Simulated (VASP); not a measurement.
Wanted: the native input for a VASP 6.6.1 run.

```yaml
Task: single point
Functional: PBE
Potentials_or_basis: VASP PAW PBE potentials, release 64 (Hg, Te)
Cutoff: 500 eV
k_mesh: 12 × 12 × 12
Occupations: fermi-dirac, width 0.15 eV
Spin: no spin polarisation
Dipole_correction: no
Further_INCAR_settings: ALGO = Normal; EDIFF = 1e-06; NBANDS = 16
```

The structure of HgTe lies in POSCAR:

```
HgTe
1.0
    0.0000000000      3.3622663616      3.3622663616
    3.3622663616      0.0000000000      3.3622663616
    3.3622663616      3.3622663616      0.0000000000
Hg Te
1 1
Direct
    0.0000000000      0.0000000000      0.0000000000
    0.7500000000      0.7500000000      0.7500000000
```

The input as run:

INCAR

```
SYSTEM = HgTe
PREC = Accurate ; ENCUT = 500
EDIFF = 1E-6 ; ISMEAR = -1
SIGMA = 0.15 ; LREAL = .False.
LASPH = .True. ; NELM = 120
ALGO = Normal ; ISIF = 2
LWAVE = .False. ; LCHARG = .False.
GGA = PE ; NBANDS = 16
GGA_COMPAT = .False.
```

KPOINTS

```
regular mesh
0
Gamma
  12 12 12
  0 0 0
```

Potentials or basis: VASP PAW PBE potentials, release 64 (Hg, Te).

Run with:

```console
$ cat potpaw_PBE.64/Hg/POTCAR potpaw_PBE.64/Te/POTCAR > POTCAR
$ mpirun -np 1 vasp_std > vasp.out
```

It gave:

```
Pressure               : -1.0 GPa
Band gap on the k mesh : zero (filled and empty bands touch)
```

Caveat: semilocal functionals underestimate gaps, so a narrow gap can read as zero; spin-orbit coupling is left out, which moves the levels of the heavy elements.

Run time: 66 s on 1 thread of Intel(R) Xeon(R) Platinum 8375C CPU @ 2.90GHz (Ice Lake), on a shared host, peak memory 0.25 GiB.
